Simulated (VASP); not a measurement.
# ZnCu (P4mm) in VASP: further runs

ZnCu is run at these levels: PBE; tasks: single point.

Program: VASP 6.6.1. These are calculated values, not measurements. Logs are shortened: lines on timing, memory, paths and dates and some standing lists are left out, and cuts for length are marked.

### Step 1. The cell of the first run

The structure is tetragonal, space group P4mm (No. 99). Conventional cell: a = 2.945 Å, b = 2.945 Å, c = 2.945 Å, α = 90.00°, β = 90.00°, γ = 90.00°. Zn (site symmetry 4mm) has 8 Cu at 2.51 to 2.59 Å and 6 Zn at 2.94 Å within 3.3 Å. Cu (site symmetry 4mm) has 8 Zn at 2.51 to 2.59 Å and 6 Cu at 2.94 Å within 3.3 Å.

### Step 2. Single point, PBE

File INCAR:

```
SYSTEM = ZnCu
ALGO = Normal
EDIFF = 1E-6
ENCUT = 820
GGA = PE
GGA_COMPAT = .False.
ISIF = 2
ISMEAR = 0
LASPH = .True.
LCHARG = .False.
LREAL = .False.
LWAVE = .False.
NBANDS = 22
NELM = 120
PREC = Accurate
SIGMA = 0.15
```

File KPOINTS:

```
k-points
0
Gamma
  16 16 16
  0 0 0
```

File POSCAR:

```
ZnCu
1.0
    2.9450000000      0.0000000000      0.0000000000
    0.0000000000      2.9450000000      0.0000000000
    0.0000000000      0.0000000000      2.9450000000
Zn Cu
1 1
Direct
    0.4787775891      0.5000000000      0.5000000000
    0.0000000000      0.0000000000      0.0000000000
```

Potentials or basis: VASP PAW PBE potentials, release 64 (Zn, Cu_sv_GW).

On the command line:

```sh
> cat potpaw_PBE.64/Zn/POTCAR potpaw_PBE.64/Cu_sv_GW/POTCAR > POTCAR
> mpirun -np 1 vasp_std > vasp.out
```

OUTCAR:

```text
SYSTEM = ZnCu
   EDIFF = 1E-6
   ENCUT = 820
   GGA = PE
   ISIF = 2
   ISMEAR = 0
   LASPH = .True.
   LREAL = .False.
   NELM = 120
   PREC = Accurate

 ion  position               nearest neighbor table
   1  0.479  0.500  0.500-   2 2.51   2 2.51   2 2.51   2 2.51   2 2.59   2 2.59   2 2.59   2 2.59

   2  0.000  0.000  0.000-   1 2.51   1 2.51   1 2.51   1 2.51   1 2.59   1 2.59   1 2.59   1 2.59

  LATTYP: Found a simple cubic cell.
 ALAT       =     2.9450000000

  Lattice vectors:

 A1 = (   2.9450000000,   0.0000000000,   0.0000000000)
 A2 = (   0.0000000000,   2.9450000000,   0.0000000000)
 A3 = (   0.0000000000,   0.0000000000,   2.9450000000)

Analysis of symmetry for initial positions (statically):
=====================================================================
 Subroutine PRICEL returns:
 Original cell was already a primitive cell.

 Routine SETGRP: Setting up the symmetry group for a
 simple cubic supercell.

 Subroutine GETGRP returns: Found  8 space group operations
 (whereof  8 operations were pure point group operations)
 out of a pool of 48 trial point group operations.

The static configuration has the point symmetry C_4v.

Analysis of symmetry for dynamics (positions and initial velocities):
=====================================================================
 Subroutine PRICEL returns:
 Original cell was already a primitive cell.

 Routine SETGRP: Setting up the symmetry group for a
 simple cubic supercell.

 Subroutine GETGRP returns: Found  8 space group operations
 (whereof  8 operations were pure point group operations)
 out of a pool of 48 trial point group operations.

The dynamic configuration has the point symmetry C_4v.

 Subroutine INISYM returns: Found  8 space group operations
 (whereof  8 operations are pure point group operations),
 and found     1 'primitive' translations

----------------------------------------------------------------------------------------

                                     Primitive cell

  volume of cell :      25.5421

  direct lattice vectors                    reciprocal lattice vectors
     2.945000000  0.000000000  0.000000000     0.339558574  0.000000000  0.000000000
     0.000000000  2.945000000  0.000000000     0.000000000  0.339558574  0.000000000
     0.000000000  0.000000000  2.945000000     0.000000000  0.000000000  0.339558574

  length of vectors
     2.945000000  2.945000000  2.945000000     0.339558574  0.339558574  0.339558574

  position of ions in fractional coordinates (direct lattice)
     0.478777589  0.500000000  0.500000000
[... 77 lines left out ...]
   NELM   =    120;   NELMIN=  2; NELMDL= -5     # of ELM steps
   EDIFF  = 0.1E-05   stopping-criterion for ELM
   LREAL  =      F    real-space projection
   EDIFFG = 0.1E-04   stopping-criterion for IOM
   NSW    =      0    number of steps for IOM
   IBRION =     -1    ionic relax: 0-MD 1-quasi-New 2-CG
   NFREE  =      0    steps in history (QN), initial steepest desc. (CG)
   ISIF   =      2    stress and relaxation
   ISYM   =      2    0-nonsym 1-usesym 2-fastsym
   POTIM  = 0.5000    time-step for ionic-motion
   TEBEG  =    0.0;   TEEND  =   0.0 temperature during run
   PSTRESS=    0.0 pullay stress
   NELECT =      31.0000    total number of electrons
   NUPDOWN=      -1.0000    fix difference up-down
   EMIN   =  10.00;   EMAX   =-10.00  energy-range for DOS
   EFERMI =   0.00;   METHOD = LEGACY
   ISMEAR =     0;   SIGMA  =   0.15  broadening in eV -4-tet -1-fermi 0-gaus
   EFERMI_NEDOS =   21; number of points for ismear=-14 and -15
   IALGO  =     38    algorithm
   IMIX   =      4    mixing-type and parameters
     AMIX     =   0.40;   BMIX     =  1.00
     AMIX_MAG =   1.60;   BMIX_MAG =  1.00
  volume/ion in A,a.u.               =      12.77        86.18
  Fermi-wavevector in a.u.,A,eV,Ry     =   1.746265  3.299962 41.490160  3.049441
  Thomas-Fermi vector in A             =   2.817792
   LORBIT       =      0    0 simple, 1 ext, 2 COOP (PROOUT), +10 PAW based schemes
   GGA     = PE    functional components
   LHFCALC =     F    Hartree Fock is set to
   AEXX    =    0.0000 exact exchange contribution
   IVDW    =     0    specifies the selected vdW correction
   LEPSILON=     F    determine dielectric tensor
   LRPA    =     F    only Hartree local field effects (RPA)
 non-spin polarized calculation
 Gauss-broadening in eV      SIGMA  =   0.15
  energy-cutoff  :      820.00
  volume of cell :       25.54
 maximum number of plane-waves:      1406
 NGX is ok and might be reduce to    28
   NGX = 13   NGY = 13   NGZ = 13

 number of electron      30.9999985 magnetization

 Free energy of the ion-electron system (eV)
  ---------------------------------------------------
  ext. energy  EPLUGINS =         0.00000000
  ---------------------------------------------------
  free energy    TOTEN  =        -5.06497952 eV

  energy without entropy =       -5.05829404  energy(sigma->0) =       -5.06163678

 E-fermi :   5.5393     XC(G=0): -12.6935

 val. band max:        5.5390711651   @ k =   0.4375   0.4375   0.3125
 cond. band min:       5.5396927739   @ k =   0.3125   0.4375   0.4375
 fundamental gap:      0.0006216088
 Fermi energy:         5.5392543324

 k-point     1 :       0.0000    0.0000    0.0000
  band No.  band energies     occupation
      1    -107.4620      2.00000
      2     -64.8339      2.00000
      3     -64.8339      2.00000
      4     -64.8328      2.00000
      5      -4.8207      2.00000
      6      -2.3110      2.00000
[... 589 lines left out ...]
     21      22.1574      0.00000
     22      23.4206      0.00000

 [... further k-points ...]

------------------------ aborting loop because EDIFF is reached ----------------------------------------

  FORCE on cell =-STRESS in cart. coord.  units (eV):
  Direction    XX          YY          ZZ          XY          YZ          ZX
  --------------------------------------------------------------------------------------
  -------------------------------------------------------------------------------------
  Total        0.3135388      0.3494277      0.3494277      0.0000000      0.0000000      0.0000000
  in kB       19.6673564     21.9185619     21.9185619      0.0000000      0.0000000      0.0000000
  external PRESSURE =      21.1681601 kB  Pullay stress =       0.0000000 kB

 VOLUME and BASIS-vectors are now :
 -----------------------------------------------------------------------------
  energy-cutoff  :      820.00
  volume of cell :       25.54
      direct lattice vectors                 reciprocal lattice vectors
     2.945000000  0.000000000  0.000000000     0.339558574  0.000000000  0.000000000
     0.000000000  2.945000000  0.000000000     0.000000000  0.339558574  0.000000000
     0.000000000  0.000000000  2.945000000     0.000000000  0.000000000  0.339558574

 POSITION                                       TOTAL-FORCE (eV/Angst)
 -----------------------------------------------------------------------------------
      1.41000      1.47250      1.47250         0.301510     -0.000000      0.000000
      0.00000      0.00000      0.00000        -0.301510      0.000000     -0.000000
 -----------------------------------------------------------------------------------
    total drift:                                0.003954      0.000000     -0.000007

  FREE ENERGIE OF THE ION-ELECTRON SYSTEM (eV)
  ---------------------------------------------------
  free  energy   TOTEN  =        -5.0649795164 eV

  energy  without entropy=       -5.0582940376  energy(sigma->0) =       -5.06163678
```

OSZICAR:

```text
N       E                     dE             d eps       ncg     rms          rms(c)
DAV:   1     0.398302315637E+03    0.39830E+03   -0.22112E+04 23890   0.472E+03
DAV:   2     0.254962059182E+02   -0.37281E+03   -0.35339E+03 25782   0.955E+02
DAV:   3    -0.527469318445E+01   -0.30771E+02   -0.30516E+02 27368   0.302E+02
DAV:   4    -0.605324191552E+01   -0.77855E+00   -0.77836E+00 24654   0.313E+01
DAV:   5    -0.608923987827E+01   -0.35998E-01   -0.35997E-01 23640   0.588E+00    0.977E+00
DAV:   6    -0.628134627327E+01   -0.19211E+00   -0.17777E+01 25792   0.227E+02    0.794E+00
DAV:   7    -0.502250557576E+01    0.12588E+01   -0.47467E+00 23026   0.207E+02    0.299E+00
DAV:   8    -0.508081854358E+01   -0.58313E-01   -0.71100E-01 29488   0.132E+01    0.146E+00
DAV:   9    -0.506507760075E+01    0.15741E-01   -0.54238E-02 29394   0.108E+01    0.123E-01
DAV:  10    -0.506500683326E+01    0.70767E-04   -0.16339E-03 22286   0.525E-01    0.626E-02
DAV:  11    -0.506498659337E+01    0.20240E-04   -0.19200E-04 34824   0.709E-01    0.246E-02
DAV:  12    -0.506498059869E+01    0.59947E-05   -0.21442E-05 27278   0.225E-01    0.928E-03
DAV:  13    -0.506497941503E+01    0.11837E-05   -0.13180E-06 10914   0.691E-02    0.289E-03
DAV:  14    -0.506497951637E+01   -0.10133E-06   -0.60912E-07 10134   0.277E-02
   1 F= -.50649795E+01 E0= -.50616368E+01  d E =-.668548E-02
```

stdout:

```text
POSCAR found type information on POSCAR ZnCu
 POSCAR found :  2 types and       2 ions
 scaLAPACK will be used
 LDA part: xc-table for (Slater+PW92), standard interpolation
 POSCAR, INCAR and KPOINTS ok, starting setup
 FFT: planning ... GRIDC
 FFT: planning ... GRID_SOFT
 FFT: planning ... GRID
 WAVECAR not read
 entering main loop
```

It took 2.7 min on 1 thread of Intel Xeon 6975P-C (Granite Rapids), shared host; peak memory 0.63 GiB.

Results:

- Free energy: -5.0650 eV
- Pressure: 2.1 GPa
- Largest force: 0.302 eV/Å
- Band gap on the k mesh: zero (an odd number of electrons rules out a gap without spin polarisation)

Forces in eV/Å, atoms in the order of the input:
```
Zn   0.302  0.000  0.000
Cu  -0.302  0.000  0.000
```

Caveat: the cell differs from its parent crystal (all Zn atoms moved +0.062 Å, as atom 1 towards its neighbour atom 1 (Zn) at 2.945 Å).

### Step 3. Single point, PBE

File INCAR:

```
SYSTEM = ZnCu
PREC = Accurate
ENCUT = 820
EDIFF = 1E-6
ISMEAR = 0
SIGMA = 0.15
LREAL = .FALSE.
LASPH = .TRUE.
NELM = 120
ALGO = Normal
ISIF = 2
LWAVE = .FALSE.
LCHARG = .FALSE.
GGA = PE
NBANDS = 22
GGA_COMPAT = .FALSE.
```

File KPOINTS:

```
Automatic mesh
0
G
  16 16 16
  0 0 0
```

POSCAR, as its differences from that of step 2:

```diff
@@ -8,3 +8,3 @@
 Direct
-    0.4787775891      0.5000000000      0.5000000000
+    0.4745331070      0.5000000000      0.5000000000
     0.0000000000      0.0000000000      0.0000000000
```

Potentials or basis: VASP PAW PBE potentials, release 64 (Zn, Cu_sv_GW).

On the command line:

```sh
> cat potpaw_PBE.64/Zn/POTCAR potpaw_PBE.64/Cu_sv_GW/POTCAR > POTCAR
> mpirun -np 1 vasp_std > vasp.out
```

Run time: 7.2 min. Hardware: 1 thread of Intel Xeon Platinum 8259CL at 2.50GHz (Skylake/Cascade Lake), shared host; peak memory 0.63 GiB.

Results (log left out):

- Free energy: -5.0608 eV
- Pressure: 2.2 GPa
- Largest force: 0.362 eV/Å
- Band gap on the k mesh: zero (an odd number of electrons rules out a gap without spin polarisation)

Forces on the atoms (eV/Å):
```
Zn   0.362  0.000  0.000
Cu  -0.362  0.000  0.000
```

Stress tensor (GPa, compression positive):
```
2.01 0.00 0.00
0.00 2.33 0.00
0.00 0.00 2.33
```

Levels at points of the mesh, in eV from the Fermi level:
| k point | band 13 | band 14 | band 15 | band 16 | band 17 | band 18 | band 19 | band 20 |
| --- | --- | --- | --- | --- | --- | --- | --- | --- |
| (0.00, 0.00, 0.00) | -2.70 | -2.70 | -2.70 | 6.21 | 6.21 | 6.24 | 11.25 | 11.27 |
| (0.50, 0.00, 0.00) | -3.25 | -3.25 | -2.77 | -1.97 | 11.63 | 11.63 | 12.41 | 12.41 |
| (0.00, 0.50, 0.00) | -3.25 | -3.24 | -2.77 | -1.98 | 11.66 | 11.72 | 12.27 | 12.31 |
| (0.50, 0.50, 0.00) | -2.85 | -2.46 | -1.91 | -1.89 | 1.79 | 2.07 | 13.94 | 15.52 |
| (0.00, 0.50, 0.50) | -2.86 | -2.46 | -1.90 | -1.90 | 1.79 | 2.08 | 13.95 | 15.53 |
| (0.50, 0.50, 0.50) | -2.44 | -2.44 | 3.84 | 4.13 | 4.13 | 4.31 | 4.56 | 4.73 |

Caveat: the cell differs from its parent crystal (all Zn atoms moved +0.075 Å, as atom 1 towards its neighbour atom 1 (Zn) at 2.945 Å).

The gap in the log of VASP goes by the Fermi energy; the results here count the filled bands.